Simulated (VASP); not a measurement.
# HgTe (Fm-3m) in VASP: notebook, part 2 of 2

VASP 6.6.1.

### 3 Single point, r2SCAN+rVV10

This run uses another cell than the first one, of 27.55 Å³/atom, 1.003 times its volume.

POSCAR

```
HgTe
1.0
    0.0000000000      3.0204014072      3.0204014072
    3.0204014072      0.0000000000      3.0204014072
    3.0204014072      3.0204014072      0.0000000000
Hg Te
1 1
Direct
    0.0000000000      0.0000000000      0.0000000000
    0.5000000000      0.5000000000      0.5000000000
```

INCAR.step1

```
SYSTEM = HgTe
  ALGO = Normal
  EDIFF = 1E-4
  ENCUT = 520
  GGA = PE
  ISMEAR = -1
  LASPH = .True.
  LCHARG = .False.
  LREAL = .False.
  LWAVE = .True.
  NBANDS = 16
  NELM = 80
  PREC = Accurate
  SIGMA = 0.02
```

INCAR.step2

```
SYSTEM = HgTe
  ALGO = Normal
  BPARAM = 11.95
  CPARAM = 0.0093
  EDIFF = 1E-7
  ENCUT = 520
  ISIF = 2
  ISMEAR = -1
  ISTART = 1
  IVDW_NL = 2
  LASPH = .True.
  LCHARG = .False.
  LMIXTAU = .True.
  LREAL = .False.
  LUSE_VDW = .True.
  LWAVE = .False.
  METAGGA = R2SCAN
  NBANDS = 16
  NELM = 80
  PREC = Accurate
  SIGMA = 0.02
```

KPOINTS

```
k-points
0
Gamma
  6 6 6
  0 0 0
```

Potentials or basis: VASP PAW PBE potentials, release 64 (Hg, Te).

On the command line:

```console
$ cat potpaw_PBE.64/Hg/POTCAR potpaw_PBE.64/Te/POTCAR > POTCAR
$ cp INCAR.step1 INCAR
$ mpirun -np 1 vasp_std > vasp.out
$ cp INCAR.step2 INCAR
$ mpirun -np 1 vasp_std > vasp.out
```

OUTCAR:

```text
SYSTEM = HgTe
   BPARAM = 11.95
   EDIFF = 1E-7
   ENCUT = 520
   ISIF = 2
   ISMEAR = -1
   ISTART = 1
   IVDW_NL = 2
   LASPH = .True.
   LREAL = .False.
   METAGGA = R2SCAN
   NELM = 80
   PREC = Accurate

 ion  position               nearest neighbor table
   1  0.000  0.000  0.000-   2 3.02   2 3.02   2 3.02   2 3.02   2 3.02   2 3.02
   2  0.500  0.500  0.500-   1 3.02   1 3.02   1 3.02   1 3.02   1 3.02   1 3.02

  LATTYP: Found a face centered cubic cell.
 ALAT       =     6.0408028144

  Lattice vectors:

 A1 = (   0.0000000000,   3.0204014072,   3.0204014072)
 A2 = (   3.0204014072,   0.0000000000,   3.0204014072)
 A3 = (   3.0204014072,   3.0204014072,   0.0000000000)

Analysis of symmetry for initial positions (statically):
=====================================================================
 Subroutine PRICEL returns:
 Original cell was already a primitive cell.

 Routine SETGRP: Setting up the symmetry group for a
 face centered cubic supercell.

 Subroutine GETGRP returns: Found 48 space group operations
 (whereof 48 operations were pure point group operations)
 out of a pool of 48 trial point group operations.
[... 152 lines left out ...]

  energy without entropy =      -74.45796516  energy(sigma->0) =      -74.45961188

 E-fermi :   4.6173     XC(G=0): -10.6284

 val. band max:        4.4765943434   @ k =   0.3333   0.0000   0.0000
 cond. band min:       4.6251021127   @ k =  -0.3333   0.1667   0.0000
 fundamental gap:      0.1485077694
 Fermi energy:         4.6173169752

 k-point     1 :       0.0000    0.0000    0.0000
  band No.  band energies     occupation
      1      -8.1692      2.00000
      2      -2.5568      2.00000
      3      -2.5568      2.00000
      4      -2.4852      2.00000
      5      -2.4852      2.00000
      6      -2.4852      2.00000
[... 281 lines left out ...]
      3      -2.5824      2.00000
      4      -2.3950      2.00000
      5      -2.2227      2.00000
      6      -1.6494      2.00000
[... 8 lines left out ...]
     15      16.7834      0.00000
     16      18.0202      0.00000

------------------------ aborting loop because EDIFF is reached ----------------------------------------

  FORCE on cell =-STRESS in cart. coord.  units (eV):
  Direction    XX          YY          ZZ          XY          YZ          ZX
  --------------------------------------------------------------------------------------
  -------------------------------------------------------------------------------------
  Total        0.1780000      0.1780000      0.1780000      0.0000000     -0.0000000      0.0000000
  in kB        5.1749566      5.1749566      5.1749566      0.0000000     -0.0000000      0.0000000
  external PRESSURE =       5.1749566 kB  Pullay stress =       0.0000000 kB

 VOLUME and BASIS-vectors are now :
 -----------------------------------------------------------------------------
  energy-cutoff  :      520.00
  volume of cell :       55.11
      direct lattice vectors                 reciprocal lattice vectors
     0.000000000  3.020401407  3.020401407    -0.165540911  0.165540911  0.165540911
     3.020401407  0.000000000  3.020401407     0.165540911 -0.165540911  0.165540911
     3.020401407  3.020401407  0.000000000     0.165540911  0.165540911 -0.165540911

 POSITION                                       TOTAL-FORCE (eV/Angst)
 -----------------------------------------------------------------------------------
      0.00000      0.00000      0.00000         0.000000     -0.000000      0.000000
      3.02040      3.02040      3.02040        -0.000000      0.000000     -0.000000
 -----------------------------------------------------------------------------------
    total drift:                                0.000000     -0.000000     -0.000000

  FREE ENERGIE OF THE ION-ELECTRON SYSTEM (eV)
  ---------------------------------------------------
  free  energy   TOTEN  =       -74.4612585877 eV

  energy  without entropy=      -74.4579651637  energy(sigma->0) =      -74.45961188
```

It took 2 min on 1 thread of Intel Xeon Platinum 8259CL at 2.50GHz (Skylake/Cascade Lake), shared host; peak memory 0.32 GiB.

What came out:

- Free energy: -74.4613 eV
- Pressure: 0.5 GPa
- Band gap on the k mesh: zero (band 9 reaches 4.80 eV, above the bottom of band 10 at 2.02 eV)

Caveat: the PAW data sets were made with another functional, which shifts forces and pressure a little; spin-orbit coupling is left out, which moves the levels of the heavy elements.

### 4 Relaxation of cell and atoms, PBE+D3(BJ)

This run uses another cell than the first one, of 32.16 Å³/atom, 1.171 times its volume.

INCAR

```
SYSTEM = HgTe
PREC = Accurate ; ENCUT = 600
EDIFF = 1E-7 ; ISMEAR = -1
SIGMA = 0.02 ; LREAL = .FALSE.
LASPH = .TRUE. ; NELM = 100
ALGO = Normal ; ISIF = 3
LWAVE = .FALSE. ; LCHARG = .FALSE.
GGA = PE ; IVDW = 12
IBRION = 2 ; NSW = 80
EDIFFG = -0.005
```

KPOINTS

```
regular mesh
0
G
  6 6 6
  0 0 0
```

POSCAR

```
HgTe
1.0
    0.0000000000      3.1800000000      3.1800000000
    3.1800000000      0.0000000000      3.1800000000
    3.1800000000      3.1800000000      0.0000000000
Hg Te
1 1
Direct
    0.0000000000      0.0000000000      0.0000000000
    0.5000000000      0.5000000000      0.5000000000
```

On the command line:

```console
$ cat potpaw_PBE.64/Hg/POTCAR potpaw_PBE.64/Te/POTCAR > POTCAR
$ mpirun -np 1 vasp_std > vasp.out
```

Wall time 37 s (1 thread of Intel Xeon Platinum 8259CL at 2.50GHz (Skylake/Cascade Lake), shared host); peak memory 0.22 GiB.

It converged, with:

```
Free energy                            : -4.2709 eV
Relaxed volume                         : 27.54 Å³/atom
Relaxed cell                           : a = 4.271 Å, b = 4.271 Å, c = 4.271 Å, α = 60.00°, β = 60.00°, γ = 60.00°
Space group after relaxing (to 0.05 Å) : Fm-3m (No. 225)
Energy gained by relaxing              : 98.1 meV/atom
Ionic steps                            : 3
Pressure after relaxing                : 0.0 GPa
Band gap on the k mesh                 : zero (band 9 reaches 5.02 eV, above the bottom of band 10 at 2.34 eV)
Dispersion energy per atom             : -0.456 eV
```

Step by step:
```csv
step,energy change (eV),largest force (eV/Å),pressure (GPa),volume (Å³)
1,0.0000,0.0000,-5.76,64.31
2,-0.1931,0.0000,1.05,54.14
3,-0.1962,0.0000,0.02,55.09
```

Final structure:
```
Hg Te
1.0
     0.00000    3.01997    3.01997
     3.01997    0.00000    3.01997
     3.01997    3.01997    0.00000
Hg Te
1 1
Direct
  0.00000 0.00000 0.00000
  0.50000 0.50000 0.50000
```

Levels at points of the mesh, in eV from the Fermi level:
```tsv
k point	band 5	band 6	band 7	band 8	band 9	band 10	band 11	band 12	band 13
(0.00, 0.00, 0.00)	-6.85	-6.85	-0.94	-0.86	-0.86	-0.86	7.55	7.55	7.55
(0.50, 0.00, 0.00)	-6.67	-6.67	-5.73	0.19	0.19	2.50	3.73	3.82	3.82
(0.50, 0.50, 0.00)	-6.59	-5.96	-4.56	-2.89	-2.49	-2.49	4.70	9.22	9.22
```

Caveat: spin-orbit coupling is left out, which moves the levels of the heavy elements; the volume moved by -14 % from the deposited cell, more than functionals usually miss; pairwise dispersion overbinds metals, which lowers pressure and volume.

### 5 Relaxation of cell and atoms, r2SCAN+rVV10

POSCAR

```
HgTe
1.0
    0.0000000000      3.0171228289      3.0171228289
    3.0171228289      0.0000000000      3.0171228289
    3.0171228289      3.0171228289      0.0000000000
Hg Te
1 1
Direct
    0.0000000000      0.0000000000      0.0000000000
    0.5000000000      0.5000000000      0.5000000000
```

INCAR.step1

```
  PREC = Accurate
  ENCUT = 600
  ISMEAR = -1
  SIGMA = 0.02
  LREAL = F
  LASPH = T
  NELM = 60
  GGA = PE
  ALGO = Normal
  EDIFF = 1E-4
  LWAVE = T
  LCHARG = F
```

INCAR.step2

```
  PREC = Accurate
  ENCUT = 600
  EDIFF = 1E-7
  ISMEAR = -1
  SIGMA = 0.02
  LREAL = F
  LASPH = T
  NELM = 60
  ALGO = Normal
  ISIF = 3
  LWAVE = F
  LCHARG = F
  METAGGA = R2SCAN
  LMIXTAU = T
  LUSE_VDW = T
  IVDW_NL = 2
  BPARAM = 11.95
  CPARAM = 0.0093
  IBRION = 2
  NSW = 80
  EDIFFG = -0.005
  ISTART = 1
```

KPOINTS

```
Automatic mesh
0
Gamma
  6 6 6
```

Potentials or basis: VASP PAW PBE potentials, release 64 (Hg, Te).

On the command line:

```console
$ cat potpaw_PBE.64/Hg/POTCAR potpaw_PBE.64/Te/POTCAR > POTCAR
$ cp INCAR.step1 INCAR
$ mpirun -np 1 vasp_std > vasp.out
$ cp INCAR.step2 INCAR
$ mpirun -np 1 vasp_std > vasp.out
```

OUTCAR:

```text
PREC = Accurate
   ENCUT = 600
   EDIFF = 1E-7
   ISMEAR = -1
   LREAL = F
   LASPH = T
   NELM = 60
   ISIF = 3
   METAGGA = R2SCAN
   IVDW_NL = 2
   BPARAM = 11.95
   IBRION = 2
   NSW = 80
   EDIFFG = -0.005
   ISTART = 1

 ion  position               nearest neighbor table
   1  0.000  0.000  0.000-   2 3.02   2 3.02   2 3.02   2 3.02   2 3.02   2 3.02
   2  0.500  0.500  0.500-   1 3.02   1 3.02   1 3.02   1 3.02   1 3.02   1 3.02

  LATTYP: Found a face centered cubic cell.
 ALAT       =     6.0342456578

  Lattice vectors:

 A1 = (   0.0000000000,   3.0171228289,   3.0171228289)
 A2 = (   3.0171228289,   0.0000000000,   3.0171228289)
 A3 = (   3.0171228289,   3.0171228289,   0.0000000000)

Analysis of symmetry for initial positions (statically):
=====================================================================
 Subroutine PRICEL returns:
 Original cell was already a primitive cell.

 Routine SETGRP: Setting up the symmetry group for a
 face centered cubic supercell.

 Subroutine GETGRP returns: Found 48 space group operations
 (whereof 48 operations were pure point group operations)
 out of a pool of 48 trial point group operations.

The static configuration has the point symmetry O_h .

Analysis of symmetry for dynamics (positions and initial velocities):
=====================================================================
 Subroutine PRICEL returns:
 Original cell was already a primitive cell.

 Routine SETGRP: Setting up the symmetry group for a
 face centered cubic supercell.

 Subroutine GETGRP returns: Found 48 space group operations
 (whereof 48 operations were pure point group operations)
 out of a pool of 48 trial point group operations.

The dynamic configuration has the point symmetry O_h .

 Subroutine INISYM returns: Found 48 space group operations
 (whereof 48 operations are pure point group operations),
 and found     1 'primitive' translations

----------------------------------------------------------------------------------------

[... 99 lines left out ...]
   EFERMI_NEDOS =   21; number of points for ismear=-14 and -15
   IALGO  =     38    algorithm
   IMIX   =      4    mixing-type and parameters
     AMIX     =   0.40;   BMIX     =  1.00
     AMIX_MAG =   1.60;   BMIX_MAG =  1.00
  volume/ion in A,a.u.               =      27.46       185.34
  Fermi-wavevector in a.u.,A,eV,Ry     =   1.128659  2.132856 17.332063  1.273871
  Thomas-Fermi vector in A             =   2.265350
   LORBIT       =      0    0 simple, 1 ext, 2 COOP (PROOUT), +10 PAW based schemes
   METAGGA = R2SCAN    functional components
   LHFCALC =     F    Hartree Fock is set to
   AEXX    =    0.0000 exact exchange contribution
   IVDW_NL    =     2    kernel type
   BPARAM     =11.9500
   IVDW    =     0    specifies the selected vdW correction
   LEPSILON=     F    determine dielectric tensor
   LRPA    =     F    only Hartree local field effects (RPA)
 conjugate gradient relaxation of ions
 non-spin polarized calculation
  energy-cutoff  :      600.00
  volume of cell :       54.93
 maximum number of plane-waves:      1853
 NGX is ok and might be reduce to    36
   NGX = 17   NGY = 17   NGZ = 17

--------------------------------------- Ionic step        1  -------------------------------------------

 number of electron      18.0000002 magnetization

 Free energy of the ion-electron system (eV)
  ---------------------------------------------------
  ext. energy  EPLUGINS =         0.00000000
  ---------------------------------------------------
  free energy    TOTEN  =       -74.46085924 eV

  energy without entropy =      -74.45756936  energy(sigma->0) =      -74.45921430

------------------------ aborting loop because EDIFF is reached ----------------------------------------

  FORCE on cell =-STRESS in cart. coord.  units (eV):
  Direction    XX          YY          ZZ          XY          YZ          ZX
  --------------------------------------------------------------------------------------
  -------------------------------------------------------------------------------------
  Total        0.2569306      0.2569306      0.2569306      0.0000000      0.0000000     -0.0000000
  in kB        7.4940645      7.4940645      7.4940645      0.0000000      0.0000000     -0.0000000
  external PRESSURE =       7.4940645 kB  Pullay stress =       0.0000000 kB
[... 59 lines left out ...]
--------------------------------------- Ionic step        3  -------------------------------------------

 number of electron      18.0000000 magnetization

 Free energy of the ion-electron system (eV)
  ---------------------------------------------------
  ext. energy  EPLUGINS =         0.00000000
  ---------------------------------------------------
  free energy    TOTEN  =       -74.46241261 eV

  energy without entropy =      -74.45910901  energy(sigma->0) =      -74.46076081

 E-fermi :   4.5070     XC(G=0): -10.5818

 val. band max:        4.3690698191   @ k =   0.3333   0.0000   0.0000
 cond. band min:       4.5148552254   @ k =  -0.3333   0.1667   0.0000
 fundamental gap:      0.1457854063
 Fermi energy:         4.5070354272

 k-point     1 :       0.0000    0.0000    0.0000
  band No.  band energies     occupation
      1      -8.2062      2.00000
      2      -2.6250      2.00000
      3      -2.6250      2.00000
      4      -2.5543      2.00000
      5      -2.5543      2.00000
      6      -2.5543      2.00000
      7       3.6040      2.00000
      8       3.6040      2.00000
      9       3.6040      2.00000
     10       3.8707      2.00000
     11      12.4903      0.00000
     12      12.4903      0.00000
     13      12.4903      0.00000
[... 267 lines left out ...]
  FREE ENERGIE OF THE ION-ELECTRON SYSTEM (eV)
  ---------------------------------------------------
  free  energy   TOTEN  =       -74.4624126104 eV

  energy  without entropy=      -74.4591090086  energy(sigma->0) =      -74.46076081

 reached required accuracy - stopping structural energy minimisation
```

OUTCAR.step1:

```text
PREC = Accurate
   ENCUT = 600
   ISMEAR = -1
   LREAL = F
   LASPH = T
   NELM = 60
[... 464 lines left out ...]
 -----------------------------------------------------------------------------------
      0.00000      0.00000      0.00000         0.000000      0.000000      0.000000
      3.01712      3.01712      3.01712        -0.000000      0.000000     -0.000000
 -----------------------------------------------------------------------------------
    total drift:                               -0.000000      0.000000      0.000000

  FREE ENERGIE OF THE ION-ELECTRON SYSTEM (eV)
  ---------------------------------------------------
  free  energy   TOTEN  =        -3.3561983235 eV

  energy  without entropy=       -3.3529797712  energy(sigma->0) =       -3.35458905
```

Run time: 7.1 min. Hardware: 1 thread of Intel Xeon Platinum 8259CL at 2.50GHz (Skylake/Cascade Lake), shared host; peak memory 0.4 GiB.

What came out:

| Property | Result |
| --- | --- |
| Free energy | -74.4624 eV |
| Relaxed volume | 27.80 Å³/atom |
| Relaxed cell | a = 4.284 Å, b = 4.284 Å, c = 4.284 Å, α = 60.00°, β = 60.00°, γ = 60.00° |
| Space group after relaxing (to 0.05 Å) | Fm-3m (No. 225) |
| Energy gained by relaxing | 0.8 meV/atom |
| Ionic steps | 3 |
| Pressure after relaxing | 0.0 GPa |
| Band gap on the k mesh | zero (band 9 reaches 4.69 eV, above the bottom of band 10 at 1.96 eV) |

Step by step:
```tsv
step	energy change (eV)	largest force (eV/Å)	pressure (GPa)	volume (Å³)
1	0.0000	0.0000	0.75	54.93
2	-0.0012	0.0000	-0.36	55.96
3	-0.0016	0.0000	0.01	55.61
```

Final structure:
```cif
data_structure
_symmetry_space_group_name_H-M 'P 1'
_symmetry_Int_Tables_number 1
_cell_length_a 4.2843
_cell_length_b 4.2843
_cell_length_c 4.2843
_cell_angle_alpha 60.000
_cell_angle_beta 60.000
_cell_angle_gamma 60.000
_cell_volume 55.61
loop_
_atom_site_label
_atom_site_type_symbol
_atom_site_fract_x
_atom_site_fract_y
_atom_site_fract_z
_atom_site_occupancy
Hg1 Hg 0.00000 0.00000 0.00000 1
Te1 Te 0.50000 0.50000 0.50000 1
```

Levels at points of the mesh, in eV from the Fermi level:
```tsv
k point	band 5	band 6	band 7	band 8	band 9	band 10	band 11	band 12	band 13
(0.00, 0.00, 0.00)	-7.06	-7.06	-0.90	-0.90	-0.90	-0.64	7.98	7.98	7.98
(0.50, 0.00, 0.00)	-6.88	-6.88	-5.87	0.18	0.18	2.91	3.99	4.14	4.14
(0.50, 0.50, 0.00)	-6.81	-6.12	-4.64	-2.80	-2.55	-2.55	5.03	9.81	9.81
```

Caveat: the PAW data sets were made with another functional, which shifts forces and pressure a little; spin-orbit coupling is left out, which moves the levels of the heavy elements.

### 6 The runs side by side

```tsv
task	level	cell	cutoff (eV)	gap on the mesh (eV)	pressure (GPa)	relaxed volume (Å³/atom)
single point	PBE+D3(BJ)	a = 4.267 Å, angles 60.0°, 2 atoms	520	none	0.1	-
single point	r2SCAN+rVV10	a = 4.271 Å, angles 60.0°, 2 atoms	520	none	0.5	-
relaxation of cell and atoms	PBE+D3(BJ)	relaxed from a = 4.497 Å, angles 60.0°, 2 atoms	600	none	0.0	27.54
relaxation of cell and atoms	r2SCAN+rVV10	relaxed from a = 4.267 Å, angles 60.0°, 2 atoms	600	none	0.0	27.80
```

Alike in all rows: potentials or basis VASP PAW PBE potentials, release 64 (Hg, Te); no spin polarisation; k mesh 6 × 6 × 6; smearing fermi-dirac 0.02 eV.

Caveats: spin-orbit coupling is left out, which moves the levels of the heavy elements; pairwise dispersion overbinds metals, which lowers pressure and volume (some runs); the PAW data sets were made with another functional, which shifts forces and pressure a little (some runs); the volume moved by -14 % from the deposited cell, more than functionals usually miss (some runs).

Total energies depend on the potentials used, so only differences within one code and one set of settings carry meaning.
